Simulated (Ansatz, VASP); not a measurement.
# Two plane-wave programs on SrO

```
CELL_PARAMETERS angstrom
3.94125 0.00000 0.00000
-1.97062 3.41322 0.00000
0.00000 0.00000 7.25772
ATOMIC_POSITIONS crystal
Sr 0.00000 0.00000 0.80649
Sr 0.00000 0.00000 0.19351
O 0.33333 0.66667 0.00000
O 0.66667 0.33333 0.00000
```

Alike in both runs: task relaxation of cell and atoms; functional PBE; k mesh 12 × 12 × 6; occupations gaussian, width 0.1 eV; no spin polarisation.

|  | VASP | Ansatz |
| --- | --- | --- |
| version | VASP 6.6.1 | Ansatz 0.2.0 |
| potentials or method | VASP PAW PBE potentials, release 64 (Sr_sv, O), cutoff 600 eV | scalar-relativistic, plane waves, PAW |
| valence electrons in the cell | 32 | 32 |

|  | VASP | Ansatz | Ansatz less VASP |
| --- | --- | --- | --- |
| gap on the k mesh at the Fermi level, each at its own relaxed structure (eV) | none | none | - |
| relaxed volume (Å³/atom) | 24.27 | 24.28 | +0.002 |
| relaxed length of the cell vector where the two differ most in proportion (Å) | 7.197 | 7.213 | +0.0158 |

A gap of «none» marks a metal or a gap that the smearing closes.
